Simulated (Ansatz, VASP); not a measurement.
**Si2W: VASP beside Ansatz**

INCAR

```
ALGO     = Normal         # electronic algorithm
EDIFF    = 1E-6           # SCF threshold, eV
ENCUT    = 520            # plane-wave cutoff, eV
GGA      = PE             # functional
ISIF     = 2              # what is computed and relaxed
ISMEAR   = 0              # smearing method
LASPH    = T              # aspherical terms in the spheres
LCHARG   = F              # write CHGCAR
LREAL    = F              # projectors in reciprocal space
LWAVE    = F              # write WAVECAR
NBANDS   = 43             # bands
NELM     = 60             # most SCF steps
PREC     = Accurate       # precision mode
SIGMA    = 0.03           # smearing width, eV
```

File KPOINTS:

```
k-points
0
Gamma
  9 9 6
```

POSCAR

```
Si2W
1.0
    4.6392971011      0.0000000000      0.0000000000
   -2.3196485506      4.0177491452      0.0000000000
    0.0000000000      0.0000000000      6.5757397110
Si W
6 3
Direct
    0.8425991990      0.6851983979      0.5000000000
    0.1574008010      0.8425991990      0.8333333333
    0.6851983979      0.8425991990      0.1666666667
    0.1574008010      0.3148016021      0.5000000000
    0.8425991990      0.1574008010      0.8333333333
    0.3148016021      0.1574008010      0.1666666667
    0.0000000000      0.5000000000      0.1666666667
    0.5000000000      0.5000000000      0.8333333333
    0.5000000000      0.0000000000      0.5000000000
```

Input for Ansatz:

```yaml
crystal:
  lattice:
    - [4.6392971011, 0.0, 0.0]
    - [-2.3196485506, 4.0177491452, 0.0]
    - [0.0, 0.0, 6.575739711]
  atoms:
    - { symbol: Si, position: [0.842599199, 0.6851983979, 0.5] }
    - { symbol: Si, position: [0.157400801, 0.842599199, 0.8333333333] }
    - { symbol: Si, position: [0.6851983979, 0.842599199, 0.1666666667] }
    - { symbol: Si, position: [0.157400801, 0.3148016021, 0.5] }
    - { symbol: Si, position: [0.842599199, 0.157400801, 0.8333333333] }
    - { symbol: Si, position: [0.3148016021, 0.157400801, 0.1666666667] }
    - { symbol: W, position: [0.0, 0.5, 0.1666666667] }
    - { symbol: W, position: [0.5, 0.5, 0.8333333333] }
    - { symbol: W, position: [0.5, 0.0, 0.5] }
basis:
  ecutwfc: 420
kpoints:
  mp_grid: { grid: [9, 9, 6] }
hamiltonian:
  xc: pbe
  pseudopotentials: { kind: paw, azcp: { folder: soft_1 } }
scf:
  occupations: { method: gaussian, width: 0.03 }
output:
  forces: true
  stress: true
  eigenvalues: true
  write_density: true
  write_potential: true
  elf: true
  volumetric_format: npy
```

Alike in both runs: task single point; functional PBE; k mesh 9 × 9 × 6; occupations gaussian, width 0.03 eV; no spin polarisation.

|  | VASP | Ansatz |
| --- | --- | --- |
| version | VASP 6.6.1 | Ansatz 0.2.0 |
| potentials or method | VASP PAW PBE potentials, release 64 (Si, W_sv), cutoff 520 eV | scalar-relativistic, plane waves, PAW |
| valence electrons in the cell | 66 | 66 |

```csv
,VASP,Ansatz,Ansatz less VASP
gap on the k mesh at the Fermi level (eV),none,none,-
pressure (GPa),0.4,0.4,-0.02
"traceless stress, the component that is largest in VASP (GPa)",1.94,1.95,+0.009
rms of the force components (eV/Å),0.391,0.393,+0.0024
```

Atom by atom the forces differ by 0.002 eV/Å (rms over components). A gap of «none» marks a metal or a gap that the smearing closes.

Spin-orbit coupling is off throughout.
